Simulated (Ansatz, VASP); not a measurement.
**Two plane-wave programs on BiTe**

```
Bi Te
1.0
     0.00000    3.18648    3.23500
     3.18648    0.00000    3.23500
     3.18648    3.18648    0.00000
Bi Te
1 1
Direct
  0.00000 0.00000 0.00000
  0.50000 0.50000 0.50000
```

Change from the starting cell: strain -0.015 along x and y, +0.000 along z, atoms carried along.

Alike in both runs: task single point; functional PBEsol; k mesh 14 × 14 × 14; occupations gaussian, width 0.15 eV; no spin polarisation.

|  | VASP | Ansatz |
| --- | --- | --- |
| version | VASP 6.6.1 | Ansatz 0.2.0 |
| potentials or method | VASP PAW PBE potentials, release 64 (Bi_d, Te), cutoff 520 eV | scalar-relativistic, plane waves, PAW |
| valence electrons in the cell | 21 | 31 |

```tsv
	VASP	Ansatz	Ansatz less VASP
gap on the k mesh at the Fermi level (eV)	none	none	-
pressure (GPa)	-0.2	-0.2	+0.02
traceless stress, the component that is largest in VASP (GPa)	-0.85	-0.85	+0.001
```

VASP's potentials were made for PBE, not for PBEsol. A gap of «none» marks a metal or a gap that the smearing closes. VASP's potentials hold 21 valence electrons a cell and Ansatz's 31, so a difference there can come from the potentials and not from the codes.

Spin-orbit coupling is off throughout.
